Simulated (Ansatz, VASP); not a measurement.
**One calculation of Fe, two programs**

File INCAR:

```
PREC = Accurate
ENCUT = 520
EDIFF = 1E-6
ISMEAR = -1
SIGMA = 0.1
LREAL = F
LASPH = T
NELM = 60
ALGO = Normal
ISIF = 2
LWAVE = F
LCHARG = F
GGA = PE
NBANDS = 15
```

KPOINTS

```
regular mesh
0
Gamma
  24 24 13
```

POSCAR

```
Fe
1.0
    2.4939430268      0.0000000000      0.0000000000
   -1.2469715134      2.1598180168      0.0000000000
    0.0000000000      0.0000000000      3.9437997987
Fe
2
Direct
    0.3333333333      0.6666666667      0.2500000000
    0.6666666667      0.3333333333      0.7500000000
```

Input for Ansatz:

```yaml
crystal:
  lattice:
    - [2.4939430268, 0.0, 0.0]
    - [-1.2469715134, 2.1598180168, 0.0]
    - [0.0, 0.0, 3.9437997987]
  atoms:
    - { symbol: Fe, position: [0.3333333333, 0.6666666667, 0.25] }
    - { symbol: Fe, position: [0.6666666667, 0.3333333333, 0.75] }
hamiltonian:
  xc: pbe
  pseudopotentials:
    kind: paw
    azcp:
      Fe: "pseudopotentials/Fe.paw.azcp"
basis:
  ecutwfc: 420
  fft_grid_basis: typed
kpoints:
  mp_grid: { grid: [24, 24, 13], shift: [0, 0, 0] }
magnetization:
  spin_polarized: false
scf:
  occupations: { method: fermi_dirac, width: 0.1 }
output:
  stress: true
```

Alike in both runs: task single point; functional PBE; k mesh 24 × 24 × 13; occupations fermi-dirac, width 0.1 eV; no spin polarisation.

|  | VASP | Ansatz |
| --- | --- | --- |
| version | VASP 6.6.1 | Ansatz 0.2.0 |
| potentials or method | VASP PAW PBE potentials, release 64 (Fe), cutoff 520 eV | plane waves (420 eV) with PAW, scalar-relativistic |
| valence electrons in the cell | 16 | 32 |

```tsv
	VASP	Ansatz	Ansatz less VASP
pressure (GPa)	-10.8	-10.3	+0.44
traceless stress, the component that is largest in VASP (GPa)	-0.28	-0.17	+0.116
```

VASP's potentials hold 16 valence electrons a cell and Ansatz's 32, so a difference there can come from the potentials and not from the codes.
